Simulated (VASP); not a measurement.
# SiO2 (P4_2/mnm) in VASP: notebook, part 2 of 2

VASP 6.6.1. The steps go on from the part before.

### Step 4. Single point, LDA (7.90 Å³/atom)

INCAR reads:

```
SYSTEM = SiO2
PREC     = Accurate       ! precision mode
ENCUT    = 520            ! plane-wave cutoff, eV
EDIFF    = 1E-7           ! SCF threshold, eV
ISMEAR   = 0              ! smearing method
SIGMA    = 0.05           ! smearing width, eV
LREAL    = .FALSE.        ! projectors in reciprocal space
LASPH    = .TRUE.         ! aspherical terms in the spheres
NELM     = 100            ! most SCF steps
ALGO     = Normal         ! electronic algorithm
ISIF     = 2              ! what is computed and relaxed
LWAVE    = .FALSE.        ! write WAVECAR
LCHARG   = .FALSE.        ! write CHGCAR
GGA      = CA             ! functional
NBANDS   = 25             ! bands
```

KPOINTS reads:

```
regular mesh
0
G
  6 6 10
  0 0 0
```

POSCAR reads:

```
SiO2
1.0
    4.1484079100      0.0000000000      0.0000000000
    0.0000000000      4.1484079100      0.0000000000
    0.0000000000      0.0000000000      2.7553725338
Si O
2 4
Direct
    0.5000000000      0.5000000000      0.5000000000
    0.0000000000      0.0000000000      0.0000000000
    0.6944252994      0.6944252994      0.0000000000
    0.1944252994      0.8055747006      0.5000000000
    0.3055747006      0.3055747006      0.0000000000
    0.8055747006      0.1944252994      0.5000000000
```

The run is started by

```sh
> cat potpaw_LDA.64/Si/POTCAR potpaw_LDA.64/O/POTCAR > POTCAR
> mpirun -np 1 vasp_std > vasp.out
```

It took 68 s on 1 thread of Intel Xeon 8259CL, shared host; peak memory 0.17 GiB.

It converged, with:

```yaml
Free_energy: -51.8704 eV
Pressure: -10.2 GPa
Largest_force: 0.058 eV/Å
Band_gap_on_the_k_mesh: 5.11 eV
```

Forces on the atoms (eV/Å):
```
Si   0.000  0.000  0.000
Si   0.000  0.000  0.000
O    0.041  0.041  0.000
O    0.041 -0.041  0.000
O   -0.041 -0.041  0.000
O   -0.041  0.041  0.000
```

Stress tensor (GPa, compression positive):
```
 -4.60   0.00   0.00
  0.00  -4.60   0.00
  0.00   0.00 -21.42
```

Levels at points of the mesh, in eV from the valence-band top:
| k point | band 12 | band 13 | band 14 | band 15 | band 16 | band 17 | band 18 | band 19 | band 20 | band 21 |
| --- | --- | --- | --- | --- | --- | --- | --- | --- | --- | --- |
| (0.00, 0.00, 0.00) | -3.29 | -2.65 | -0.84 | -0.84 | 0.00 | 5.11 | 5.81 | 7.62 | 7.62 | 10.58 |
| (0.50, 0.00, 0.00) | -3.84 | -2.81 | -2.81 | -1.02 | -1.02 | 7.04 | 7.04 | 8.24 | 8.24 | 11.10 |
| (0.50, 0.50, 0.00) | -3.45 | -2.80 | -2.80 | -2.12 | -2.12 | 6.72 | 6.72 | 9.28 | 9.28 | 13.26 |
| (0.00, 0.00, 0.50) | -4.57 | -3.19 | -3.19 | -2.62 | -2.62 | 8.72 | 8.72 | 12.12 | 12.12 | 12.74 |
| (0.50, 0.00, 0.50) | -3.98 | -2.19 | -2.19 | -1.72 | -1.72 | 8.46 | 8.46 | 9.85 | 9.85 | 11.92 |
| (0.50, 0.50, 0.50) | -4.36 | -1.64 | -1.64 | -1.50 | -1.50 | 6.90 | 6.90 | 10.78 | 10.78 | 11.40 |

Caveat: the cell stands under tension. A k mesh can miss the band edges.

### Step 5. Single point, LDA (7.90 Å³/atom)

INCAR reads:

```
SYSTEM = SiO2
PREC = Accurate ; ENCUT = 520
EDIFF = 1E-6 ; ISMEAR = 0
SIGMA = 0.05 ; LREAL = .FALSE.
LASPH = .TRUE. ; NELM = 100
ALGO = Normal ; ISIF = 2
LWAVE = .FALSE. ; LCHARG = .FALSE.
NBANDS = 25
```

KPOINTS reads:

```
Automatic mesh
0
G
  6 6 10
  0 0 0
```

Edit POSCAR of step 4 so:

```diff
@@ -2,5 +2,5 @@
 1.0
-    4.1484079100      0.0000000000      0.0000000000
-    0.0000000000      4.1484079100      0.0000000000
-    0.0000000000      0.0000000000      2.7553725338
+    4.0488708953      0.0000000000      0.0000000000
+    0.0000000000      4.0488708953      0.0000000000
+    0.0000000000      0.0000000000      2.8925133676
 Si O
```

The run is started by

```sh
> cat potpaw_LDA.64/Si/POTCAR potpaw_LDA.64/O/POTCAR > POTCAR
> mpirun -np 1 vasp_std > vasp.out
```

Run time: 86 s. Hardware: 1 thread of Intel Xeon 8259CL, shared host; peak memory 0.17 GiB.

The run converged. Its results:

| Property | Result |
| --- | --- |
| Free energy | -51.4257 eV |
| Pressure | -11.0 GPa |
| Largest force | 0.452 eV/Å |
| Band gap on the k mesh | 4.82 eV |

Forces on the atoms (eV/Å):
```
Si   0.000  0.000  0.000
Si   0.000  0.000  0.000
O    0.319  0.319  0.000
O    0.319 -0.319  0.000
O   -0.319 -0.319  0.000
O   -0.319  0.319  0.000
```

Stress tensor (GPa, compression positive):
```
  3.74   0.00   0.00
  0.00   3.74   0.00
  0.00   0.00 -40.41
```

Levels at points of the mesh, in eV from the valence-band top:
| k point | band 13 | band 14 | band 15 | band 16 | band 17 | band 18 | band 19 | band 20 |
| --- | --- | --- | --- | --- | --- | --- | --- | --- |
| (0.00, 0.00, 0.00) | -2.69 | -0.69 | -0.69 | 0.00 | 4.82 | 5.01 | 6.77 | 6.77 |
| (0.50, 0.00, 0.00) | -2.83 | -2.83 | -0.91 | -0.91 | 6.57 | 6.57 | 7.56 | 7.56 |
| (0.50, 0.50, 0.00) | -2.95 | -2.95 | -1.76 | -1.76 | 6.24 | 6.24 | 8.77 | 8.77 |
| (0.00, 0.00, 0.50) | -3.28 | -3.28 | -2.42 | -2.42 | 8.89 | 8.89 | 11.83 | 11.83 |
| (0.50, 0.00, 0.50) | -1.90 | -1.90 | -1.54 | -1.54 | 8.68 | 8.68 | 10.58 | 10.58 |
| (0.50, 0.50, 0.50) | -1.32 | -1.32 | -1.31 | -1.31 | 7.15 | 7.15 | 11.14 | 11.14 |

Caveat: the cell stands under tension.

### Step 6. Single point, LDA (7.90 Å³/atom)

INCAR reads:

```
ALGO     = Normal         # electronic algorithm
EDIFF    = 1E-6           # SCF threshold, eV
ENCUT    = 520            # plane-wave cutoff, eV
GGA      = CA             # functional
ISIF     = 2              # what is computed and relaxed
ISMEAR   = 0              # smearing method
LASPH    = T              # aspherical terms in the spheres
LCHARG   = T              # write CHGCAR
LELF     = T              # ELF
LREAL    = F              # projectors in reciprocal space
LVHAR    = T            
LWAVE    = F              # write WAVECAR
NBANDS   = 25             # bands
NELM     = 80             # most SCF steps
PREC     = Accurate       # precision mode
SIGMA    = 0.05           # smearing width, eV
```

KPOINTS reads:

```
k-points
0
Gamma
  6 6 10
```

Edit POSCAR of step 5 so:

```diff
@@ -2,5 +2,5 @@
 1.0
-    4.0488708953      0.0000000000      0.0000000000
-    0.0000000000      4.0488708953      0.0000000000
-    0.0000000000      0.0000000000      2.8925133676
+    4.4616390966      0.0000000000      0.0000000000
+    0.0000000000      4.4616390966      0.0000000000
+    0.0000000000      0.0000000000      2.3820691137
 Si O
```

Potentials or basis: VASP PAW LDA potentials, release 64 (Si, O).

The run is started by

```sh
> cat potpaw_LDA.64/Si/POTCAR potpaw_LDA.64/O/POTCAR > POTCAR
> mpirun -np 1 vasp_std > vasp.out
```

OUTCAR:

```text
EDIFF = 1E-6
   ENCUT = 520
   GGA = CA
   ISIF = 2
   ISMEAR = 0
   LASPH = T
   LREAL = F
   NELM = 80
   PREC = Accurate

 ion  position               nearest neighbor table
   1  0.500  0.500  0.500-   3 1.71   5 1.71   3 1.71   5 1.71   4 1.93   6 1.93
   2  0.000  0.000  0.000-   4 1.71   6 1.71   4 1.71   6 1.71   5 1.93   3 1.93
   3  0.694  0.694  0.000-   1 1.71   1 1.71   2 1.93
   4  0.194  0.806  0.500-   2 1.71   2 1.71   1 1.93
   5  0.306  0.306  0.000-   1 1.71   1 1.71   2 1.93
   6  0.806  0.194  0.500-   2 1.71   2 1.71   1 1.93

  LATTYP: Found a simple tetragonal cell.
 ALAT       =     4.4616390966
 C/A-ratio  =     0.5339000000

  Lattice vectors:

 A1 = (   4.4616390966,   0.0000000000,   0.0000000000)
 A2 = (   0.0000000000,   4.4616390966,   0.0000000000)
 A3 = (   0.0000000000,   0.0000000000,   2.3820691137)

Analysis of symmetry for initial positions (statically):
=====================================================================
 Subroutine PRICEL returns:
 Original cell was already a primitive cell.

 Routine SETGRP: Setting up the symmetry group for a
 simple tetragonal supercell.

 Subroutine GETGRP returns: Found 16 space group operations
 (whereof  8 operations were pure point group operations)
 out of a pool of 16 trial point group operations.

The static configuration has the point symmetry D_2h.
 The point group associated with its full space group is D_4h.

Analysis of symmetry for dynamics (positions and initial velocities):
=====================================================================
 Subroutine PRICEL returns:
 Original cell was already a primitive cell.

 Routine SETGRP: Setting up the symmetry group for a
 simple tetragonal supercell.

 Subroutine GETGRP returns: Found 16 space group operations
 (whereof  8 operations were pure point group operations)
 out of a pool of 16 trial point group operations.

The dynamic configuration has the point symmetry D_2h.
 The point group associated with its full space group is D_4h.

 Subroutine INISYM returns: Found 16 space group operations
 (whereof  8 operations are pure point group operations),
 and found     1 'primitive' translations

----------------------------------------------------------------------------------------

                                     Primitive cell

  volume of cell :      47.4180

  direct lattice vectors                    reciprocal lattice vectors
     4.461639097  0.000000000  0.000000000     0.224132875  0.000000000  0.000000000
     0.000000000  4.461639097  0.000000000     0.000000000  0.224132875  0.000000000
     0.000000000  0.000000000  2.382069114     0.000000000  0.000000000  0.419803101

  length of vectors
     4.461639097  4.461639097  2.382069114     0.224132875  0.224132875  0.419803101

  position of ions in fractional coordinates (direct lattice)
     0.500000000  0.500000000  0.500000000
     0.000000000  0.000000000  0.000000000
     0.694425299  0.694425299  0.000000000
     0.194425299  0.805574701  0.500000000
     0.305574701  0.305574701  0.000000000
     0.805574701  0.194425299  0.500000000

  ion indices of the primitive-cell ions
   primitive index   ion index
                 1           1
[... 26 lines left out ...]

 Subroutine IBZKPT returns following result:
 ===========================================

 Found     60 irreducible k-points:

 Following reciprocal coordinates:
            Coordinates               Weight
  0.000000  0.000000  0.000000      1.000000
  0.166667  0.000000  0.000000      4.000000
  0.333333  0.000000  0.000000      4.000000
  0.500000  0.000000  0.000000      2.000000
  0.166667  0.166667  0.000000      4.000000
  0.333333  0.166667  0.000000      8.000000
[... 16 lines left out ...]
  0.333333  0.000000  0.200000      8.000000
  0.500000  0.000000  0.200000      4.000000
 [... further k-points ...]
   k-points           NKPTS =     60   k-points in BZ     NKDIM =     60   number of bands    NBANDS=     25
   number of dos      NEDOS =    301   number of ions     NIONS =      6
   total plane-waves  NPLWV =  23328
   dimension x,y,z NGX =    36 NGY =   36 NGZ =   18
   dimension x,y,z NGXF=    72 NGYF=   72 NGZF=   36
   ions per type =               2   4
   NGX,Y,Z   is equivalent  to a cutoff of  13.41, 13.41, 12.56 a.u.
   NGXF,Y,Z  is equivalent  to a cutoff of  26.83, 26.83, 25.12 a.u.
 SYSTEM =  unknown system
   PREC   = accura    normal or accurate (medium, high low for compatibility)
   ISTART =      0    job   : 0-new  1-cont  2-samecut
   ICHARG =      2    charge: 1-file 2-atom 10-const
   ISPIN  =      1    spin polarized calculation?
   LNONCOLLINEAR =      F non collinear calculations
   LSORBIT =      F    spin-orbit coupling
   LASPH  =      T    aspherical Exc in radial PAW
   ENCUT  =  520.0 eV  38.22 Ry    6.18 a.u.   8.30  8.30  4.43*2*pi/ulx,y,z
   NELM   =     80;   NELMIN=  2; NELMDL= -5     # of ELM steps
   EDIFF  = 0.1E-05   stopping-criterion for ELM
   LREAL  =      F    real-space projection
   EDIFFG = 0.1E-04   stopping-criterion for IOM
   NSW    =      0    number of steps for IOM
   IBRION =     -1    ionic relax: 0-MD 1-quasi-New 2-CG
   NFREE  =      0    steps in history (QN), initial steepest desc. (CG)
   ISIF   =      2    stress and relaxation
   ISYM   =      2    0-nonsym 1-usesym 2-fastsym
   POTIM  = 0.5000    time-step for ionic-motion
   TEBEG  =    0.0;   TEEND  =   0.0 temperature during run
   PSTRESS=    0.0 pullay stress
   NELECT =      32.0000    total number of electrons
   NUPDOWN=      -1.0000    fix difference up-down
   EMIN   =  10.00;   EMAX   =-10.00  energy-range for DOS
   EFERMI =   0.00;   METHOD = LEGACY
   ISMEAR =     0;   SIGMA  =   0.05  broadening in eV -4-tet -1-fermi 0-gaus
   EFERMI_NEDOS =   21; number of points for ismear=-14 and -15
   IALGO  =     38    algorithm
   IMIX   =      4    mixing-type and parameters
     AMIX     =   0.40;   BMIX     =  1.00
     AMIX_MAG =   1.60;   BMIX_MAG =  1.00
  volume/ion in A,a.u.               =       7.90        53.33
  Fermi-wavevector in a.u.,A,eV,Ry     =   1.435965  2.713580 28.055138  2.061994
  Thomas-Fermi vector in A             =   2.555205
   LORBIT       =      0    0 simple, 1 ext, 2 COOP (PROOUT), +10 PAW based schemes
   GGA     = CA    functional components
   LHFCALC =     F    Hartree Fock is set to
   AEXX    =    0.0000 exact exchange contribution
   IVDW    =     0    specifies the selected vdW correction
   LEPSILON=     F    determine dielectric tensor
   LRPA    =     F    only Hartree local field effects (RPA)
 non-spin polarized calculation
 Gauss-broadening in eV      SIGMA  =   0.05
  energy-cutoff  :      520.00
  volume of cell :       47.42
 maximum number of plane-waves:      1317
 NGX is ok and might be reduce to    36
   NGX = 17   NGY = 17   NGZ =  9

 number of electron      31.9999971 magnetization

 Free energy of the ion-electron system (eV)
  ---------------------------------------------------
  ext. energy  EPLUGINS =         0.00000000
  ---------------------------------------------------
  free energy    TOTEN  =       -50.25090492 eV

  energy without entropy =      -50.25090492  energy(sigma->0) =      -50.25090492

 E-fermi :   7.6248     XC(G=0): -12.5780

 val. band max:        7.2993722847   @ k =   0.0000   0.0000   0.0000
 cond. band min:      12.4943587243   @ k =   0.0000   0.0000   0.0000
 fundamental gap:      5.1949864396
 Fermi energy:         7.6248110404

 k-point     1 :       0.0000    0.0000    0.0000
  band No.  band energies     occupation
      1     -14.7873      2.00000
      2     -11.6691      2.00000
      3     -11.5504      2.00000
      4     -11.5504      2.00000
      5      -3.3200      2.00000
      6       0.3730      2.00000
[... 661 lines left out ...]
     24      21.4654      0.00000
     25      22.4340      0.00000

 [... further k-points ...]
[... 5 lines left out ...]
  --------------------------------------------------------------------------------------
  -------------------------------------------------------------------------------------
  Total       -8.2384823     -8.2384823     22.0058338      0.0000000      0.0000000      0.0000000
  in kB     -278.3649590   -278.3649590    743.5414421      0.0000000      0.0000000      0.0000000
  external PRESSURE =      62.2705081 kB  Pullay stress =       0.0000000 kB

 VOLUME and BASIS-vectors are now :
 -----------------------------------------------------------------------------
  energy-cutoff  :      520.00
  volume of cell :       47.42
      direct lattice vectors                 reciprocal lattice vectors
     4.461639097  0.000000000  0.000000000     0.224132875  0.000000000  0.000000000
     0.000000000  4.461639097  0.000000000     0.000000000  0.224132875  0.000000000
     0.000000000  0.000000000  2.382069114     0.000000000  0.000000000  0.419803101

 POSITION                                       TOTAL-FORCE (eV/Angst)
 -----------------------------------------------------------------------------------
      2.23082      2.23082      1.19103        -0.000000      0.000000      0.000000
      0.00000      0.00000      0.00000        -0.000000      0.000000      0.000000
      3.09828      3.09828      0.00000        -1.040533     -1.040533      0.000000
      0.86746      3.59418      1.19103        -1.040533      1.040533      0.000000
      1.36336      1.36336      0.00000         1.040533      1.040533     -0.000000
      3.59418      0.86746      1.19103         1.040533     -1.040533      0.000000
 -----------------------------------------------------------------------------------
    total drift:                                0.000000     -0.000000     -0.000000

  FREE ENERGIE OF THE ION-ELECTRON SYSTEM (eV)
  ---------------------------------------------------
  free  energy   TOTEN  =       -50.2509049162 eV

  energy  without entropy=      -50.2509049162  energy(sigma->0) =      -50.25090492
```

Wall time 69 s (1 thread of Intel Xeon 8259CL, shared host); peak memory 0.17 GiB.

Results:

| Quantity | Value |
| --- | --- |
| Free energy | -50.2509 eV |
| Pressure | 6.2 GPa |
| Largest force | 1.472 eV/Å |
| Band gap on the k mesh | 5.20 eV |

Forces on the atoms (eV/Å):
```
Si   0.000  0.000  0.000
Si   0.000  0.000  0.000
O   -1.041 -1.041  0.000
O   -1.041  1.041  0.000
O    1.041  1.041  0.000
O    1.041 -1.041  0.000
```

Stress tensor (GPa, compression positive):
```
-27.84   0.00   0.00
  0.00 -27.84   0.00
  0.00   0.00  74.35
```

Caveat: the cell stands under pressure; forces of over 1 eV/Å act on the atoms, so gaps and moduli don't describe the material at rest. A k mesh can miss the band edges.

### Step 7. The runs side by side

| cell | gap on the mesh (eV) | pressure (GPa) | largest force (eV/Å) |
| --- | --- | --- | --- |
| a = 3.952, b = 3.952, c = 3.036 Å, 6 atoms | 4.54 | -9.2 | 0.76 |
| a = 4.250, b = 4.250, c = 2.625 Å, 6 atoms | 5.36 | -7.2 | 0.40 |
| a = 4.148, b = 4.148, c = 2.755 Å, 6 atoms | 5.11 | -10.2 | 0.06 |
| a = 4.049, b = 4.049, c = 2.893 Å, 6 atoms | 4.82 | -11.0 | 0.45 |
| a = 4.462, b = 4.462, c = 2.382 Å, 6 atoms | 5.20 | 6.2 | 1.47 |

Alike in all rows: task single point; level LDA; potentials or basis VASP PAW LDA potentials, release 64 (Si, O); no spin polarisation; k mesh 6 × 6 × 10; cutoff (eV) 520; smearing gaussian 0.05 eV.

Caveats: the cell stands under tension (at least some runs); the cell stands under pressure (at least some runs); forces of over 1 eV/Å act on the atoms, so gaps and moduli don't describe the material at rest (at least some runs).

Absolute energies hang on the potentials; compare differences alone.
